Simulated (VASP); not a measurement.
# Hf (P6_3/mmc) in VASP: single point with LDA

Aim: the single point of Hf with LDA.

Program: VASP 6.6.1. These are calculated values, not measurements. Logs are shortened: lines on timing, memory, paths and dates and some standing lists are left out, and cuts for length are marked.

### 1 The cell of the first run

It takes space group P6_3/mmc (No. 194, hexagonal). Conventional cell: a = 3.197 Å, b = 3.197 Å, c = 5.058 Å, α = 90.00°, β = 90.00°, γ = 120.00°. Hf (site symmetry -6m2) has 12 Hf at 3.13 to 3.20 Å within 4.1 Å.

### 2 Single point, LDA

File INCAR:

```
PREC = Accurate ; ENCUT = 500
EDIFF = 1E-6 ; ISMEAR = 0
SIGMA = 0.1 ; LREAL = F
LASPH = T ; NELM = 120
ALGO = Normal ; ISIF = 2
LWAVE = F ; LCHARG = F
NBANDS = 17 ; GGA_COMPAT = F
```

File KPOINTS:

```
Automatic mesh
0
Gamma
  6 6 4
```

File POSCAR:

```
Hf
1.0
    3.1966985242      0.0000000000      0.0000000000
   -1.5983492621      2.7684221302      0.0000000000
    0.0000000000      0.0000000000      5.0578000000
Hf
2
Direct
    0.3333333333      0.6666666667      0.2500000000
    0.6666666667      0.3333333333      0.7500000000
```

Potentials or basis: VASP PAW LDA potentials, release 64 (Hf_pv).

Launch:

```
$ cat potpaw_LDA.64/Hf_pv/POTCAR > POTCAR
$ mpirun -np 1 vasp_std > vasp.out
```

OUTCAR:

```text
PREC = Accurate
   ENCUT = 500
   EDIFF = 1E-6
   ISMEAR = 0
   LREAL = F
   LASPH = T
   NELM = 120
   ISIF = 2

 ion  position               nearest neighbor table
   1  0.333  0.667  0.250-   2 3.13   2 3.13   2 3.13   2 3.13   2 3.13   2 3.13
   2  0.667  0.333  0.750-   1 3.13   1 3.13   1 3.13   1 3.13   1 3.13   1 3.13

  LATTYP: Found a hexagonal cell.
 ALAT       =     3.1966985242
 C/A-ratio  =     1.5821948681

  Lattice vectors:

 A1 = (   3.1966985242,   0.0000000000,   0.0000000000)
 A2 = (  -1.5983492621,   2.7684221302,   0.0000000000)
 A3 = (   0.0000000000,   0.0000000000,   5.0578000000)

Analysis of symmetry for initial positions (statically):
=====================================================================
 Subroutine PRICEL returns:
 Original cell was already a primitive cell.

 Routine SETGRP: Setting up the symmetry group for a
 hexagonal supercell.

 Subroutine GETGRP returns: Found 24 space group operations
 (whereof 12 operations were pure point group operations)
 out of a pool of 24 trial point group operations.

The static configuration has the point symmetry D_3d.
 The point group associated with its full space group is D_6h.

Analysis of symmetry for dynamics (positions and initial velocities):
=====================================================================
 Subroutine PRICEL returns:
 Original cell was already a primitive cell.

 Routine SETGRP: Setting up the symmetry group for a
 hexagonal supercell.

 Subroutine GETGRP returns: Found 24 space group operations
 (whereof 12 operations were pure point group operations)
 out of a pool of 24 trial point group operations.

The dynamic configuration has the point symmetry D_3d.
 The point group associated with its full space group is D_6h.

 Subroutine INISYM returns: Found 24 space group operations
 (whereof 12 operations are pure point group operations),
 and found     1 'primitive' translations

----------------------------------------------------------------------------------------

                                     Primitive cell

  volume of cell :      44.7606

  direct lattice vectors                    reciprocal lattice vectors
     3.196698524  0.000000000  0.000000000     0.312822743  0.180608295  0.000000000
    -1.598349262  2.768422130  0.000000000     0.000000000  0.361216589  0.000000000
     0.000000000  0.000000000  5.057800000     0.000000000  0.000000000  0.197714421

  length of vectors
     3.196698524  3.196698524  5.057800000     0.361216589  0.361216589  0.197714421

  position of ions in fractional coordinates (direct lattice)
     0.333333333  0.666666667  0.250000000
     0.666666667  0.333333333  0.750000000

  ion indices of the primitive-cell ions
   primitive index   ion index
                 1           1
                 2           2

----------------------------------------------------------------------------------------

 KPOINTS: Automatic mesh

Automatic generation of k-mesh.
 Grid dimensions read from file:
 generate k-points for:    6    6    4

 Generating k-lattice:

  Cartesian coordinates                     Fractional coordinates (reciprocal lattice)
     0.052137124  0.030101382  0.000000000     0.166666667  0.000000000  0.000000000
     0.000000000  0.060202765  0.000000000     0.000000000  0.166666667  0.000000000
     0.000000000  0.000000000  0.049428605     0.000000000  0.000000000  0.250000000

  Length of vectors
     0.060202765  0.060202765  0.049428605

  Shift w.r.t. Gamma in fractional coordinates (k-lattice)
     0.000000000  0.000000000  0.000000000

 Subroutine IBZKPT returns following result:
 ===========================================

 Found     21 irreducible k-points:

 Following reciprocal coordinates:
            Coordinates               Weight
  0.000000  0.000000  0.000000      1.000000
  0.166667  0.000000  0.000000      6.000000
  0.333333  0.000000  0.000000      6.000000
  0.500000 -0.000000  0.000000      3.000000
  0.166667  0.166667  0.000000      6.000000
  0.333333  0.166667  0.000000     12.000000
[... 13 lines left out ...]
  0.333333  0.166667  0.500000     12.000000
  0.333333  0.333333  0.500000      2.000000
   k-points           NKPTS =     21   k-points in BZ     NKDIM =     21   number of bands    NBANDS=     17
   number of dos      NEDOS =    301   number of ions     NIONS =      2
   total plane-waves  NPLWV =  23040
   dimension x,y,z NGX =    24 NGY =   24 NGZ =   40
   dimension x,y,z NGXF=    48 NGYF=   48 NGZF=   80
   ions per type =               2
   NGX,Y,Z   is equivalent  to a cutoff of  12.48, 12.48, 13.15 a.u.
   NGXF,Y,Z  is equivalent  to a cutoff of  24.96, 24.96, 26.30 a.u.
 SYSTEM =  unknown system
   PREC   = accura    normal or accurate (medium, high low for compatibility)
   ISTART =      0    job   : 0-new  1-cont  2-samecut
   ICHARG =      2    charge: 1-file 2-atom 10-const
   ISPIN  =      1    spin polarized calculation?
   LNONCOLLINEAR =      F non collinear calculations
   LSORBIT =      F    spin-orbit coupling
   LASPH  =      T    aspherical Exc in radial PAW
   ENCUT  =  500.0 eV  36.75 Ry    6.06 a.u.   5.83  5.83  9.22*2*pi/ulx,y,z
   NELM   =    120;   NELMIN=  2; NELMDL= -5     # of ELM steps
   EDIFF  = 0.1E-05   stopping-criterion for ELM
   LREAL  =      F    real-space projection
   EDIFFG = 0.1E-04   stopping-criterion for IOM
   NSW    =      0    number of steps for IOM
   IBRION =     -1    ionic relax: 0-MD 1-quasi-New 2-CG
   NFREE  =      0    steps in history (QN), initial steepest desc. (CG)
   ISIF   =      2    stress and relaxation
   ISYM   =      2    0-nonsym 1-usesym 2-fastsym
   POTIM  = 0.5000    time-step for ionic-motion
   TEBEG  =    0.0;   TEEND  =   0.0 temperature during run
   PSTRESS=    0.0 pullay stress
   NELECT =      20.0000    total number of electrons
   NUPDOWN=      -1.0000    fix difference up-down
   EMIN   =  10.00;   EMAX   =-10.00  energy-range for DOS
   EFERMI =   0.00;   METHOD = LEGACY
   ISMEAR =     0;   SIGMA  =   0.10  broadening in eV -4-tet -1-fermi 0-gaus
   EFERMI_NEDOS =   21; number of points for ismear=-14 and -15
   IALGO  =     38    algorithm
   IMIX   =      4    mixing-type and parameters
     AMIX     =   0.40;   BMIX     =  1.00
     AMIX_MAG =   1.60;   BMIX_MAG =  1.00
  volume/ion in A,a.u.               =      22.38       151.03
  Fermi-wavevector in a.u.,A,eV,Ry     =   1.251564  2.365112 21.312324  1.566412
  Thomas-Fermi vector in A             =   2.385505
   LORBIT       =      0    0 simple, 1 ext, 2 COOP (PROOUT), +10 PAW based schemes
   GGA     = CA    functional components
   LHFCALC =     F    Hartree Fock is set to
   AEXX    =    0.0000 exact exchange contribution
   IVDW    =     0    specifies the selected vdW correction
   LEPSILON=     F    determine dielectric tensor
   LRPA    =     F    only Hartree local field effects (RPA)
 non-spin polarized calculation
 Gauss-broadening in eV      SIGMA  =   0.10
  energy-cutoff  :      500.00
  volume of cell :       44.76
 maximum number of plane-waves:      1152
 NGX is ok and might be reduce to    24
   NGX = 11   NGY = 11   NGZ = 19

 number of electron      20.0000004 magnetization

 Free energy of the ion-electron system (eV)
  ---------------------------------------------------
  ext. energy  EPLUGINS =         0.00000000
  ---------------------------------------------------
  free energy    TOTEN  =       -21.29087010 eV

  energy without entropy =      -21.27367298  energy(sigma->0) =      -21.28227154

 E-fermi :   4.8475     XC(G=0): -11.4690

 val. band max:        4.7268565383   @ k =   0.1667   0.0000   0.0000
 cond. band min:       4.8490956388   @ k =   0.3333   0.3333   0.2500
 fundamental gap:      0.1222391005
 Fermi energy:         4.8474654954

 k-point     1 :       0.0000    0.0000    0.0000
  band No.  band energies     occupation
      1     -26.1484      2.00000
      2     -25.3914      2.00000
      3     -25.3914      2.00000
      4     -25.2631      2.00000
      5     -25.2606      2.00000
      6     -25.2606      2.00000
[... 9 lines left out ...]
     16       7.3250      0.00000
     17      10.0287      0.00000

 k-point     2 :       0.1667    0.0000    0.0000
  band No.  band energies     occupation
      1     -26.0777      2.00000
      2     -25.5371      2.00000
      3     -25.4391      2.00000
      4     -25.4115      2.00000
      5     -25.2971      2.00000
      6     -25.2812      2.00000
[... 9 lines left out ...]
     16       7.4415      0.00000
     17      10.5095      0.00000

 k-point     3 :       0.3333    0.0000    0.0000
  band No.  band energies     occupation
      1     -25.9045      2.00000
      2     -25.8281      2.00000
      3     -25.6917      2.00000
      4     -25.5281      2.00000
      5     -25.3961      2.00000
      6     -25.3274      2.00000
[... 9 lines left out ...]
     16       9.3535      0.00000
     17      11.0101      0.00000

 k-point     4 :       0.5000   -0.0000    0.0000
  band No.  band energies     occupation
      1     -25.9722      2.00000
      2     -25.8230      2.00000
      3     -25.7749      2.00000
      4     -25.5704      2.00000
      5     -25.4883      2.00000
      6     -25.3520      2.00000
[... 9 lines left out ...]
     16      11.1467      0.00000
     17      11.7327      0.00000

 k-point     5 :       0.1667    0.1667    0.0000
  band No.  band energies     occupation
      1     -25.9542      2.00000
      2     -25.6899      2.00000
      3     -25.6756      2.00000
      4     -25.4799      2.00000
      5     -25.3650      2.00000
      6     -25.3588      2.00000
[... 9 lines left out ...]
     16       9.1593      0.00000
     17      10.6602      0.00000

 k-point     6 :       0.3333    0.1667    0.0000
  band No.  band energies     occupation
      1     -25.8975      2.00000
      2     -25.7773      2.00000
      3     -25.7752      2.00000
      4     -25.6171      2.00000
      5     -25.4859      2.00000
      6     -25.4374      2.00000
[... 9 lines left out ...]
     16      10.7183      0.00000
     17      11.3993      0.00000

 k-point     7 :       0.3333    0.3333    0.0000
  band No.  band energies     occupation
      1     -25.8659      2.00000
      2     -25.7296      2.00000
      3     -25.7296      2.00000
      4     -25.6221      2.00000
      5     -25.6221      2.00000
      6     -25.5824      2.00000
[... 9 lines left out ...]
     16      10.4292      0.00000
     17      10.4453      0.00000

 k-point     8 :       0.0000    0.0000    0.2500
  band No.  band energies     occupation
      1     -26.0265      2.00000
      2     -25.4013      2.00000
      3     -25.3724      2.00000
      4     -25.3724      2.00000
      5     -25.2799      2.00000
      6     -25.2799      2.00000
[... 9 lines left out ...]
     16       8.1236      0.00000
     17      10.1366      0.00000
[... 143 lines left out ...]
      1     -25.7599      2.00000
      2     -25.7599      2.00000
      3     -25.4119      2.00000
      4     -25.4119      2.00000
      5     -25.3607      2.00000
      6     -25.3607      2.00000
[... 9 lines left out ...]
     16       9.3480      0.00000
     17       9.5788      0.00000

 k-point    17 :       0.3333    0.0000    0.5000
  band No.  band energies     occupation
      1     -25.9313      2.00000
      2     -25.9313      2.00000
      3     -25.4772      2.00000
      4     -25.4772      2.00000
      5     -25.4287      2.00000
      6     -25.4287      2.00000
[... 9 lines left out ...]
     16       9.8306      0.00000
     17       9.9661      0.00000

 k-point    18 :       0.5000   -0.0000    0.5000
  band No.  band energies     occupation
      1     -26.0442      2.00000
      2     -26.0442      2.00000
      3     -25.4778      2.00000
      4     -25.4778      2.00000
      5     -25.4624      2.00000
      6     -25.4624      2.00000
[... 9 lines left out ...]
     16      10.8230      0.00000
     17      10.8673      0.00000

 k-point    19 :       0.1667    0.1667    0.5000
  band No.  band energies     occupation
      1     -25.8607      2.00000
      2     -25.8607      2.00000
      3     -25.4972      2.00000
      4     -25.4972      2.00000
      5     -25.4058      2.00000
      6     -25.4058      2.00000
[... 9 lines left out ...]
     16       9.3901      0.00000
     17      10.2565      0.00000

 k-point    20 :       0.3333    0.1667    0.5000
  band No.  band energies     occupation
      1     -25.9819      2.00000
      2     -25.9819      2.00000
      3     -25.5927      2.00000
      4     -25.5927      2.00000
      5     -25.4147      2.00000
      6     -25.4147      2.00000
[... 9 lines left out ...]
     16      10.2869      0.00000
     17      11.5563      0.00000

 k-point    21 :       0.3333    0.3333    0.5000
  band No.  band energies     occupation
      1     -25.9404      2.00000
      2     -25.9404      2.00000
      3     -25.7263      2.00000
      4     -25.7263      2.00000
      5     -25.4010      2.00000
      6     -25.4010      2.00000
[... 9 lines left out ...]
     16       9.7742      0.00000
     17      13.3655      0.00000

------------------------ aborting loop because EDIFF is reached ----------------------------------------

  FORCE on cell =-STRESS in cart. coord.  units (eV):
  Direction    XX          YY          ZZ          XY          YZ          ZX
  --------------------------------------------------------------------------------------
  -------------------------------------------------------------------------------------
  Total       -2.1683962     -2.1683962     -2.0554014      0.0000000      0.0000000      0.0000000
  in kB      -77.6164146    -77.6164146    -73.5718334      0.0000000      0.0000000      0.0000000
  external PRESSURE =     -76.2682208 kB  Pullay stress =       0.0000000 kB

 VOLUME and BASIS-vectors are now :
 -----------------------------------------------------------------------------
  energy-cutoff  :      500.00
  volume of cell :       44.76
      direct lattice vectors                 reciprocal lattice vectors
     3.196698524  0.000000000  0.000000000     0.312822743  0.180608295  0.000000000
    -1.598349262  2.768422130  0.000000000     0.000000000  0.361216589  0.000000000
     0.000000000  0.000000000  5.057800000     0.000000000  0.000000000  0.197714421

 POSITION                                       TOTAL-FORCE (eV/Angst)
 -----------------------------------------------------------------------------------
     -0.00000      1.84561      1.26445        -0.000000      0.000000      0.000000
      1.59835      0.92281      3.79335         0.000000     -0.000000      0.000000
 -----------------------------------------------------------------------------------
    total drift:                               -0.000000      0.000000     -0.000000

  FREE ENERGIE OF THE ION-ELECTRON SYSTEM (eV)
  ---------------------------------------------------
  free  energy   TOTEN  =       -21.2908700975 eV

  energy  without entropy=      -21.2736729756  energy(sigma->0) =      -21.28227154
```

Run time: 17 s. Hardware: 1 thread of AMD EPYC 7R43 (Zen 3), shared host; peak memory 0.1 GiB.

Results:

| Property | Result |
| --- | --- |
| Free energy | -21.2909 eV |
| Pressure | -7.6 GPa |
| Band gap on the k mesh | zero (band 10 reaches 5.90 eV, above the bottom of band 11 at 4.64 eV) |

Stress tensor (GPa, compression positive):
```
-7.76  0.00  0.00
 0.00 -7.76  0.00
 0.00  0.00 -7.36
```

Caveat: the k points lie up to 0.38 Å⁻¹ apart; spin-orbit coupling is left out, which moves the levels of the heavy elements.
